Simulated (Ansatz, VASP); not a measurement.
GaSb in VASP and in Ansatz

Contents of INCAR:

```
PREC = Accurate
ENCUT = 520
EDIFF = 1E-7
ISMEAR = 0
SIGMA = 0.1
LREAL = F
LASPH = T
NELM = 60
ALGO = Normal
ISIF = 2
LWAVE = F
LCHARG = F
GGA = PS
NBANDS = 16
```

The input KPOINTS:

```
regular mesh
0
Gamma
  12 12 12
```

POSCAR

```
GaSb
1.0
    0.0000000000      3.0556142717      3.0556142717
    3.0556142717      0.0000000000      3.0556142717
    3.0556142717      3.0556142717      0.0000000000
Ga Sb
1 1
Direct
    0.0000000000      0.0000000000      0.0000000000
    0.2500000000      0.2500000000      0.2500000000
```

Input for Ansatz:

```yaml
crystal:
  lattice:
    - [0.0, 3.0556142717, 3.0556142717]
    - [3.0556142717, 0.0, 3.0556142717]
    - [3.0556142717, 3.0556142717, 0.0]
  atoms:
    - { symbol: Ga, position: [0.0, 0.0, 0.0] }
    - { symbol: Sb, position: [0.25, 0.25, 0.25] }
basis:
  ecutwfc: 420
kpoints:
  mp_grid: { grid: [12, 12, 12] }
  band_path:
    path:
      - [[0.0, 0.0, 0.0], [-0.5, -0.5, 0.0], [-0.375, -0.375, 0.25]]
      - [[-0.375, 0.0, 0.375], [0.0, 0.0, 0.0], [0.0, 0.0, 0.5], [-0.5, -0.25, 0.25], [-0.5, -0.5, 0.0]]
    npoints: 14
hamiltonian:
  xc: pbesol
scf:
  occupations: { method: gaussian, width: 0.1 }
  n_extra_bands: 6
output:
  forces: true
  stress: true
  eigenvalues: true
  populations: true
  dos: { projected: true, de: 0.02, nscf_kmesh: { grid: [18, 18, 18] } }
  bader: true
  write_density: true
  write_potential: true
  elf: true
  volumetric_format: npy
```

Alike in both runs: task single point; functional PBEsol; k mesh 12 × 12 × 12; occupations gaussian, width 0.1 eV; no spin polarisation.

|  | VASP | Ansatz |
| --- | --- | --- |
| version | VASP 6.6.1 | Ansatz 0.2.0 |
| potentials or method | VASP PAW PBE potentials, release 64 (Ga_d, Sb), cutoff 520 eV | scalar-relativistic, plane waves, PAW |
| valence electrons in the cell | 18 | 28 |

VASP gave:

| Property | Result |
| --- | --- |
| gap on the k mesh at the Fermi level (eV) | none |
| pressure (GPa) | 0.1 |

**Question.** Estimate Ansatz's values.

**Answer.** gap on the k mesh at the Fermi level (eV): none; pressure (GPa): 0.0.

VASP's potentials were made for PBE, not for PBEsol. A gap of «none» marks a metal or a gap that the smearing closes. The functional is the same, so the differences come from potentials, cutoffs and numerics. VASP's potentials hold 18 valence electrons a cell and Ansatz's 28, so a difference there can come from the potentials and not from the codes.

Spin-orbit coupling is off throughout.
